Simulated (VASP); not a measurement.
Here is a VASP 6.6.1 calculation.

Contents of INCAR:

```
SYSTEM = GaB2As3
ALGO = Normal
EDIFF = 1E-7
ENCUT = 520
GGA = PE
ISIF = 2
ISMEAR = -1
LASPH = .TRUE.
LCHARG = .FALSE.
LREAL = .FALSE.
LWAVE = .FALSE.
NBANDS = 26
NELM = 60
PREC = Accurate
SIGMA = 0.02
```

The input KPOINTS:

```
k-points
0
G
  10 10 10
  0 0 0
```

POSCAR

```
GaB2As3
1.0
   -1.7916781798      1.7916781798      7.8522915023
    1.7916781798     -1.7916781798      7.8522915023
    1.7916781798      1.7916781798     -7.8522915023
B As Ga
2 3 1
Direct
    0.8248493652      0.8248493652      0.0000000000
    0.1751506348      0.1751506348      0.0000000000
    0.2500000000      0.7500000000      0.5000000000
    0.6013712674      0.1013712674      0.5000000000
    0.8986287326      0.3986287326      0.5000000000
    0.5000000000      0.5000000000      0.0000000000
```

Potentials or basis: VASP PAW PBE potentials, release 64 (B, As, Ga_d).

Launch:

```console
$ cat potpaw_PBE.64/B/POTCAR potpaw_PBE.64/As/POTCAR potpaw_PBE.64/Ga_d/POTCAR > POTCAR
$ mpirun -np 1 vasp_std > vasp.out
```

**Question.** Estimate the band gap on the k mesh.

**Answer.** 0.50 eV.

**Question.** What does it give for the pressure?

**Answer.** 0.3 GPa.

Forces in eV/Å, atoms in the order of the input:
```
B    0.000  0.000 -0.003
B    0.000  0.000  0.003
As   0.000  0.000  0.000
As   0.000  0.000 -0.014
As   0.000  0.000  0.014
Ga   0.000  0.000  0.000
```

A k mesh can miss the band edges.
